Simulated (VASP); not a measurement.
Here is a VASP 6.6.1 calculation.

File INCAR:

```
SYSTEM = NbP
PREC = Accurate ; ENCUT = 520
EDIFF = 1E-6 ; ISMEAR = 0
SIGMA = 0.1 ; LREAL = .FALSE.
LASPH = .TRUE. ; NELM = 100
ALGO = Normal ; ISIF = 2
LWAVE = .FALSE. ; LCHARG = .FALSE.
GGA = PE ; NBANDS = 26
```

KPOINTS

```
Automatic mesh
0
G
  18 18 18
  0 0 0
```

File POSCAR:

```
NbP
1.0
   -1.6735234221      1.6735234221      5.7139822352
    1.6735234221     -1.6735234221      5.7139822352
    1.6735234221      1.6735234221     -5.7139822352
Nb P
2 2
Direct
    0.7500346828      0.7500346828      0.0000000000
    0.5000346828      1.0000346828      0.5000000000
    0.3325938922      0.3325938922      0.0000000000
    0.0825938922      0.5825938922      0.5000000000
```

Potentials or basis: VASP PAW PBE potentials, release 64 (Nb_sv, P).

Run with:

```sh
$ cat potpaw_PBE.64/Nb_sv/POTCAR potpaw_PBE.64/P/POTCAR > POTCAR
$ mpirun -np 1 vasp_std > vasp.out
```

Predict the pressure.

-0.4 GPa.

Predict the band gap on the k mesh.

zero (band 18 reaches 10.74 eV, above the bottom of band 19 at 10.60 eV).

Forces on the atoms (eV/Å):
```
Nb   0.000  0.000 -0.002
Nb   0.000  0.000 -0.002
P    0.000  0.000  0.002
P    0.000  0.000  0.002
```
